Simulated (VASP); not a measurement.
# CoO (P6_3mc) in VASP: further runs, part 3 of 3

VASP 6.6.1. The steps go on from the part before.

## Step 6: Relaxation of cell and atoms, PBE+U, collinear spin, antiferromagnetic start, target pressure -1 GPa, at which the enthalpy is minimised

This run uses another cell than the first one, of 12.50 Å³/atom.

The input, INCAR:

```
PREC = Accurate
ENCUT = 600
EDIFF = 1E-7
ISMEAR = 0
SIGMA = 0.02
LREAL = F
LASPH = T
NELM = 200
ALGO = Normal
ISIF = 3
LWAVE = F
LCHARG = F
ISPIN = 2
MAGMOM = -2.67 2.67 0 0
LORBIT = 11
LMAXMIX = 4
LDAU = T
LDAUTYPE = 2
LDAUL = 2 -1
LDAUU = 3.32 0
LDAUJ = 0 0
LDAUPRINT = 1
GGA = PE
IBRION = 2
NSW = 70
EDIFFG = -0.008
PSTRESS = -10.0
GGA_COMPAT = F
NELMIN = 4
```

The input, KPOINTS:

```
Automatic mesh
0
Gamma
  12 12 6
```

The input, POSCAR:

```
CoO
1.0
    3.2963754439      0.0000000001      0.0000000000
   -1.6481877220      2.8547448748      0.0000000000
    0.0000000000      0.0000000000      5.3128674891
Co O
2 2
Direct
    0.0000000000      0.0000000000      0.0005751930
    0.3333333333      0.6666666667      0.5005751719
    0.0000000000      0.0000000000      0.3744253183
    0.3333333333      0.6666666667      0.8744253169
```

Potentials or basis: VASP PAW PBE potentials, release 64 (Co, O).

Run with:

```bash
> cat potpaw_PBE.64/Co/POTCAR potpaw_PBE.64/O/POTCAR > POTCAR
> mpirun -np 1 vasp_std > vasp.out
```

OUTCAR:

```text
PREC = Accurate
   ENCUT = 600
   EDIFF = 1E-7
   ISMEAR = 0
   LREAL = F
   LASPH = T
   NELM = 200
   ISIF = 3
   ISPIN = 2
   LORBIT = 11
   GGA = PE
   IBRION = 2
   NSW = 70
   EDIFFG = -0.008
   PSTRESS = -10.0
   NELMIN = 4

 ion  position               nearest neighbor table
   1  0.000  0.000  0.001-   3 1.99   4 2.02   4 2.02   4 2.02
   2  0.333  0.667  0.501-   4 1.99   3 2.02   3 2.02   3 2.02
   3  0.000  0.000  0.374-   1 1.99   2 2.02   2 2.02   2 2.02
   4  0.333  0.667  0.874-   2 1.99   1 2.02   1 2.02   1 2.02

  LATTYP: Found a hexagonal cell.
 ALAT       =     3.2963754439
 C/A-ratio  =     1.6117300895

  Lattice vectors:

 A1 = (   3.2963754439,   0.0000000001,   0.0000000000)
 A2 = (  -1.6481877220,   2.8547448748,   0.0000000000)
 A3 = (   0.0000000000,   0.0000000000,   5.3128674891)

Analysis of symmetry for initial positions (statically):
=====================================================================
 Subroutine PRICEL returns:
 Original cell was already a primitive cell.

 Routine SETGRP: Setting up the symmetry group for a
 hexagonal supercell.

 Subroutine GETGRP returns: Found 12 space group operations
 (whereof  6 operations were pure point group operations)
 out of a pool of 24 trial point group operations.

The static configuration has the point symmetry C_3v.
 The point group associated with its full space group is C_6v.

Analysis of symmetry for dynamics (positions and initial velocities):
=====================================================================
 Subroutine PRICEL returns:
 Original cell was already a primitive cell.

 Routine SETGRP: Setting up the symmetry group for a
 hexagonal supercell.

 Subroutine GETGRP returns: Found 12 space group operations
 (whereof  6 operations were pure point group operations)
 out of a pool of 24 trial point group operations.

The dynamic configuration has the point symmetry C_3v.
 The point group associated with its full space group is C_6v.

Analysis of structural, dynamic, and magnetic symmetry:
=====================================================================
 Subroutine PRICEL returns:
 Original cell was already a primitive cell.

 Routine SETGRP: Setting up the symmetry group for a
 hexagonal supercell.

 Subroutine GETGRP returns: Found 12 space group operations
 (whereof  6 operations were pure point group operations)
 out of a pool of 24 trial point group operations.

The overall configuration has the point symmetry C_3v.
 The point group associated with its full space group is C_6v.

[... 165 lines left out ...]
  in kB      -29.2923441    -29.2923441    -31.2792999     -0.0000000      0.0000000      0.0000000
  external PRESSURE =     -19.9546627 kB  Pullay stress =     -10.0000000 kB
[... 103 lines left out ...]
  energy  without entropy=      -24.4411336170  energy(sigma->0) =      -24.44113362

  enthalpy is  TOTEN    =       -24.7480037085 eV   P V=       -0.3068700915

atom =   1  type =  1  l = 2

 onsite density matrix

spin component  1

  0.4111 -0.0000 -0.0000 -0.4016  0.0000
 -0.0000  0.6637 -0.0000  0.0000 -0.4016
 -0.0000 -0.0000  0.1341  0.0000  0.0000
 -0.4016  0.0000  0.0000  0.6637  0.0000
  0.0000 -0.4016  0.0000  0.0000  0.4111

spin component  2

  0.9800  0.0000 -0.0000  0.0083 -0.0000
  0.0000  0.9708  0.0000  0.0000  0.0083
 -0.0000  0.0000  0.9840 -0.0000  0.0000
  0.0083  0.0000 -0.0000  0.9708 -0.0000
 -0.0000  0.0083  0.0000 -0.0000  0.9800

 occupancies and eigenvectors

  o =  0.1164  v =  0.6992 -0.2945  0.0000  0.5131 -0.4014  0.0000  0.0000  0.0000  0.0000  0.0000      0.0000  0.0000  0.0000  0.0000  0.0000  0.0000  0.0000  0.0000  0.0000  0.0000
  o =  0.1164  v =  0.4014  0.5131 -0.0000  0.2945  0.6992  0.0000  0.0000  0.0000  0.0000  0.0000      0.0000  0.0000  0.0000  0.0000  0.0000  0.0000  0.0000  0.0000  0.0000  0.0000
  o =  0.1341  v =  0.0000 -0.0000 -1.0000  0.0000 -0.0000  0.0000  0.0000  0.0000  0.0000  0.0000      0.0000  0.0000  0.0000  0.0000  0.0000  0.0000  0.0000  0.0000  0.0000  0.0000
  o =  0.9584  v = -0.5131 -0.4013  0.0000  0.6993  0.2944  0.0000  0.0000  0.0000  0.0000  0.0000      0.0000  0.0000  0.0000  0.0000  0.0000  0.0000  0.0000  0.0000  0.0000  0.0000
  o =  0.9584  v =  0.2944 -0.6993  0.0000 -0.4013  0.5131  0.0000  0.0000  0.0000  0.0000  0.0000      0.0000  0.0000  0.0000  0.0000  0.0000  0.0000  0.0000  0.0000  0.0000  0.0000
  o =  0.9659  v =  0.0000  0.0000  0.0000  0.0000  0.0000 -0.4410 -0.4285 -0.0000  0.7469  0.2531      0.0000  0.0000  0.0000  0.0000  0.0000  0.0000  0.0000  0.0000  0.0000  0.0000
  o =  0.9659  v =  0.0000  0.0000  0.0000  0.0000  0.0000 -0.2531  0.7469  0.0000  0.4285 -0.4410      0.0000  0.0000  0.0000  0.0000  0.0000  0.0000  0.0000  0.0000  0.0000  0.0000
  o =  0.9840  v =  0.0000  0.0000  0.0000  0.0000  0.0000 -0.0000  0.0000 -1.0000 -0.0000  0.0000      0.0000  0.0000  0.0000  0.0000  0.0000  0.0000  0.0000  0.0000  0.0000  0.0000
  o =  0.9849  v =  0.0000  0.0000  0.0000  0.0000  0.0000 -0.7469  0.2530  0.0000 -0.4411  0.4285      0.0000  0.0000  0.0000  0.0000  0.0000  0.0000  0.0000  0.0000  0.0000  0.0000
  o =  0.9849  v =  0.0000  0.0000  0.0000  0.0000  0.0000  0.4285  0.4411  0.0000  0.2530  0.7469      0.0000  0.0000  0.0000  0.0000  0.0000  0.0000  0.0000  0.0000  0.0000  0.0000

atom =   2  type =  1  l = 2

 onsite density matrix

spin component  1

  0.9800 -0.0000 -0.0000 -0.0083 -0.0000
 -0.0000  0.9708 -0.0000  0.0000 -0.0083
 -0.0000 -0.0000  0.9840  0.0000  0.0000
 -0.0083  0.0000  0.0000  0.9708  0.0000
 -0.0000 -0.0083  0.0000  0.0000  0.9800

spin component  2

  0.4111  0.0000 -0.0000  0.4016  0.0000
  0.0000  0.6637  0.0000  0.0000  0.4016
 -0.0000  0.0000  0.1341 -0.0000  0.0000
  0.4016  0.0000 -0.0000  0.6637 -0.0000
  0.0000  0.4016  0.0000 -0.0000  0.4111

 occupancies and eigenvectors

  o =  0.1164  v =  0.0000  0.0000  0.0000  0.0000  0.0000  0.6992  0.2946  0.0000 -0.5130 -0.4015      0.0000  0.0000  0.0000  0.0000  0.0000  0.0000  0.0000  0.0000  0.0000  0.0000
  o =  0.1164  v =  0.0000  0.0000  0.0000  0.0000  0.0000  0.4015 -0.5130 -0.0000 -0.2946  0.6992      0.0000  0.0000  0.0000  0.0000  0.0000  0.0000  0.0000  0.0000  0.0000  0.0000
  o =  0.1341  v =  0.0000  0.0000  0.0000  0.0000  0.0000  0.0000  0.0000 -1.0000 -0.0000 -0.0000      0.0000  0.0000  0.0000  0.0000  0.0000  0.0000  0.0000  0.0000  0.0000  0.0000
  o =  0.9584  v =  0.0000  0.0000  0.0000  0.0000  0.0000 -0.5131  0.4013  0.0000 -0.6993  0.2944      0.0000  0.0000  0.0000  0.0000  0.0000  0.0000  0.0000  0.0000  0.0000  0.0000
  o =  0.9584  v =  0.0000  0.0000  0.0000  0.0000  0.0000  0.2944  0.6993  0.0000  0.4013  0.5131      0.0000  0.0000  0.0000  0.0000  0.0000  0.0000  0.0000  0.0000  0.0000  0.0000
  o =  0.9659  v = -0.4410  0.4286 -0.0000 -0.7469  0.2531  0.0000  0.0000  0.0000  0.0000  0.0000      0.0000  0.0000  0.0000  0.0000  0.0000  0.0000  0.0000  0.0000  0.0000  0.0000
  o =  0.9659  v = -0.2531 -0.7469  0.0000 -0.4286 -0.4410  0.0000  0.0000  0.0000  0.0000  0.0000      0.0000  0.0000  0.0000  0.0000  0.0000  0.0000  0.0000  0.0000  0.0000  0.0000
  o =  0.9840  v = -0.0000 -0.0000 -1.0000  0.0000  0.0000  0.0000  0.0000  0.0000  0.0000  0.0000      0.0000  0.0000  0.0000  0.0000  0.0000  0.0000  0.0000  0.0000  0.0000  0.0000
  o =  0.9849  v = -0.7469 -0.2530  0.0000  0.4410  0.4285  0.0000  0.0000  0.0000  0.0000  0.0000      0.0000  0.0000  0.0000  0.0000  0.0000  0.0000  0.0000  0.0000  0.0000  0.0000
  o =  0.9849  v =  0.4285 -0.4410  0.0000 -0.2530  0.7469  0.0000  0.0000  0.0000  0.0000  0.0000      0.0000  0.0000  0.0000  0.0000  0.0000  0.0000  0.0000  0.0000  0.0000  0.0000

--------------------------------------- Ionic step        4  -------------------------------------------

 number of electron      29.9999996 magnetization       0.0000002

 Free energy of the ion-electron system (eV)
  ---------------------------------------------------
  ext. energy  EPLUGINS =         0.00000000
  ---------------------------------------------------
  free energy    TOTEN  =       -24.44123461 eV

  energy without entropy =      -24.44123461  energy(sigma->0) =      -24.44123461

 E-fermi :   4.6355     XC(G=0): -10.7108

 val. band max:        4.5456745371   @ k =   0.0000   0.0000   0.5000
 cond. band min:       5.7494224454   @ k =   0.0000   0.0000   0.0000
 fundamental gap:      1.2037479083
 Fermi energy:         4.6354906202

 spin component 1

 k-point     1 :       0.0000    0.0000    0.0000
  band No.  band energies     occupation
      1     -13.6577      1.00000
      2     -13.0470      1.00000
      3      -1.0525      1.00000
      4      -1.0525      1.00000
      5      -0.9302      1.00000
      6      -0.4172      1.00000
[... 1086 lines left out ...]
  energy  without entropy=      -24.4412346112  energy(sigma->0) =      -24.44123461

  enthalpy is  TOTEN    =       -24.7480017187 eV   P V=       -0.3067671075

 reached required accuracy - stopping structural energy minimisation

 total charge

# of ion       s       p       d       tot
------------------------------------------
    1        0.339   0.402   7.145   7.886
    2        0.339   0.402   7.145   7.886
    3        1.543   3.460   0.000   5.003
    4        1.543   3.460   0.000   5.003
--------------------------------------------------
tot          3.764   7.724  14.289  25.778

 magnetization (x)

# of ion       s       p       d       tot
------------------------------------------
    1       -0.015  -0.040  -2.600  -2.655
    2        0.015   0.040   2.600   2.655
    3        0.007   0.078   0.000   0.085
    4       -0.007  -0.078   0.000  -0.085
--------------------------------------------------
tot          0.000   0.000  -0.000  -0.000
```

It took 15 min on 1 thread of Oxide Virtual Turin-like, shared host; peak memory 0.27 GiB.

Results:

```yaml
Free_energy: -24.4412 eV
Relaxed_volume: 12.29 Å³/atom
Relaxed_cell: a = 3.278 Å, b = 3.278 Å, c = 5.281 Å, α = 90.00°, β = 90.00°, γ = 120.00°
Space_group_after_relaxing_to_0.1_Å: P6_3mc (No. 186)
Energy_change_on_relaxing_the_run_minimises_the_enthalpy: -2.6 meV/atom
Ionic_steps: 4
Pressure_after_relaxing: -0.9 GPa
Largest_force_after_relaxing: 0.008 eV/Å
Band_gap_on_the_k_mesh: 1.20 eV (least direct gap 1.29 eV)
Net_moment: 0.00 μB per cell
Site_moments: Co -2.65, +2.65; O +0.09, -0.09 μB
Valence_electrons_inside_the_program's_atomic_spheres: Co 7.89; O 5.00
```

Forces in eV/Å, atoms in the order of the input:
```
Co   0.000  0.000 -0.008
Co   0.000  0.000 -0.008
O    0.000  0.000  0.008
O    0.000  0.000  0.008
```

Stress tensor (GPa, compression positive):
```
-0.91  0.00  0.00
 0.00 -0.91  0.00
 0.00  0.00 -1.02
```

Step by step:
| step | energy change (eV) | largest force (eV/Å) | pressure (GPa) | volume (Å³) |
| --- | --- | --- | --- | --- |
| 1 | 0.0000 | 0.0154 | -3.00 | 50.00 |
| 2 | -0.0116 | 0.0053 | -0.24 | 48.88 |
| 3 | -0.0105 | 0.0081 | -1.00 | 49.17 |
| 4 | -0.0106 | 0.0080 | -0.95 | 49.15 |

Final structure:
```yaml
crystal:
  lattice:
    - [3.27829, 0.00000, 0.00000]
    - [-1.63915, 2.83908, 0.00000]
    - [0.00000, 0.00000, 5.28072]
  atoms:
    - { symbol: Co, position: [0.00000, 0.00000, 0.00047] }
    - { symbol: Co, position: [0.33333, 0.66667, 0.50047] }
    - { symbol: O, position: [0.00000, 0.00000, 0.37453] }
    - { symbol: O, position: [0.33333, 0.66667, 0.87453] }
```

Eigenvalues of the final occupation matrices:
```csv
site,spin,trace,eigenvalues
site 1 d,1,2.28,0.12 0.12 0.13 0.96 0.96
site 1 d,2,4.89,0.97 0.97 0.98 0.98 0.98
site 2 d,1,4.89,0.97 0.97 0.98 0.98 0.98
site 2 d,2,2.28,0.12 0.12 0.13 0.96 0.96
```

Caveat: the cell is relaxed towards a set pressure, so the run minimises the enthalpy, not the energy.

## Step 7: Summary

```tsv
task	cell	cutoff (eV)	gap on the mesh (eV)	pressure (GPa)	moment (μB)	largest force (eV/Å)
single point	a = 2.910, b = 2.910, c = 5.238 Å, angles 90.0, 90.0, 120.0°, 4 atoms, atomic positions A	520	1.10	45.0	0.00	0.05
relaxation of cell and atoms	relaxed to 1 GPa from a = 3.275, b = 3.275, c = 5.278 Å, angles 90.0, 90.0, 120.0°, 4 atoms, atomic positions B	600	1.21	1.0	0.00	-
single point	a = 3.191, b = 3.191, c = 5.184 Å, angles 90.0, 90.0, 120.0°, 4 atoms, atomic positions C	520	1.21	9.7	0.00	0.02
relaxation of cell and atoms	relaxed to -1 GPa from a = 3.296, b = 3.296, c = 5.313 Å, angles 90.0, 90.0, 120.0°, 4 atoms, atomic positions B	600	1.20	-0.9	0.00	0.01
```

Alike in all rows: level PBE+U; potentials or basis VASP PAW PBE potentials, release 64 (Co, O); spin collinear, antiferromagnetic start; Co d U = 3.32 eV; k mesh 12 × 12 × 6; smearing gaussian 0.02 eV.

Caveats: the cell stands under pressure (at least some runs); the cell is relaxed towards a set pressure, so the run minimises the enthalpy, not the energy (at least some runs).

Total energies depend on the potentials used, so only differences within one code and one set of settings carry meaning.
